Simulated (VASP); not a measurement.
Ga: relaxation of cell and atoms with PBE

Ga:

```
CELL_PARAMETERS angstrom
1.38300 -4.02650 0.00000
1.38300 4.02650 0.00000
-0.11745 0.00000 3.32993
ATOMIC_POSITIONS crystal
Ga 0.86900 0.13100 0.25000
Ga 0.13100 0.86900 0.75000
```

```json
{
 "Program": "VASP 6.6.1",
 "Task": "relaxation of cell and atoms",
 "Functional": "PBE",
 "Potentials or basis": "VASP PAW PBE potentials, release 64 (Ga_d)",
 "Cutoff": "500 eV",
 "k mesh": "12 × 12 × 10",
 "Occupations": "fermi-dirac, width 0.1 eV",
 "Spin": "no spin polarisation",
 "Dipole correction": "no",
 "Further INCAR settings": "ALGO = Normal; EDIFF = 1e-07; IBRION = 2; EDIFFG = -0.01; NSW = 80; ISIF = 3"
}
```

- Relaxed volume: 19.24 Å³/atom
- Relaxed cell: a = 4.366 Å, b = 4.366 Å, c = 3.334 Å, α = 90.94°, β = 90.94°, γ = 142.69°
- Space group after relaxing (to 0.1 Å): C2/c (No. 15)
- Energy gained by relaxing: 6.8 meV/atom
- Ionic steps: 14
- Pressure after relaxing: 0.0 GPa
- Largest force after relaxing: 0.007 eV/Å
- Band gap on the k mesh: zero (bands 13 and 14 overlap by 8.16 eV)

Forces on the atoms (eV/Å):
```
Ga   0.000 -0.007  0.000
Ga   0.000  0.007  0.000
```

Step by step:
```tsv
step	energy change (eV)	largest force (eV/Å)	pressure (GPa)	volume (Å³)
1	0.0000	0.1823	1.96	37.09
2	-0.0117	0.0756	0.25	38.31
3	-0.0121	0.0500	-0.23	38.67
4	-0.0121	0.0531	-0.12	38.63
5	-0.0127	0.0288	-0.10	38.55
6	-0.0130	0.0033	0.02	38.45
7	-0.0130	0.0146	0.14	38.42
8	-0.0133	0.0201	-0.09	38.50
9	-0.0133	0.0219	-0.08	38.53
10	-0.0133	0.0254	-0.18	38.58
11	-0.0135	0.0174	0.05	38.49
12	-0.0135	0.0176	-0.03	38.49
13	-0.0135	0.0113	0.01	38.48
14	-0.0135	0.0070	0.02	38.47
```

Final structure:
```cif
data_structure
_symmetry_space_group_name_H-M 'P 1'
_symmetry_Int_Tables_number 1
_cell_length_a 4.3661
_cell_length_b 4.3661
_cell_length_c 3.3338
_cell_angle_alpha 90.943
_cell_angle_beta 90.943
_cell_angle_gamma 142.687
_cell_volume 38.47
loop_
_atom_site_label
_atom_site_type_symbol
_atom_site_fract_x
_atom_site_fract_y
_atom_site_fract_z
_atom_site_occupancy
Ga1 Ga 0.86682 0.13318 0.25000 1
Ga2 Ga 0.13318 0.86682 0.75000 1
```

Levels at points of the mesh, in eV from the Fermi level:
```
           k point  band 9  band 10  band 11  band 12  band 13  band 14  band 15  band 16  band 17
(0.00, 0.00, 0.00)  -14.75   -14.63   -10.96    -2.16    -1.97     1.92     5.62     9.36     9.90
(0.50, 0.00, 0.00)  -14.69   -14.64    -5.92    -4.92    -1.39    -0.13     5.68     6.57     8.22
(0.50, 0.50, 0.00)  -14.71   -14.67    -9.06    -8.33     4.01     4.84     5.79     5.96     7.47
(0.00, 0.00, 0.50)  -14.68   -14.68    -7.53    -7.53     1.52     1.52     2.19     2.19    11.33
(0.50, 0.00, 0.50)  -14.64   -14.64    -2.82    -2.76    -1.50    -1.39     1.61     2.39     4.08
(0.50, 0.50, 0.50)  -14.75   -14.75    -5.96    -5.96    -4.16    -4.16    10.58    10.58    11.08
```

Wall time 12 min on 1 thread of AMD EPYC 9R45 96-Core Processor (Zen 5) (shared host), peak memory 0.3 GiB.

PBE usually gives volumes a little too large and moduli too small. Zero-point motion and thermal expansion aren't in these numbers.
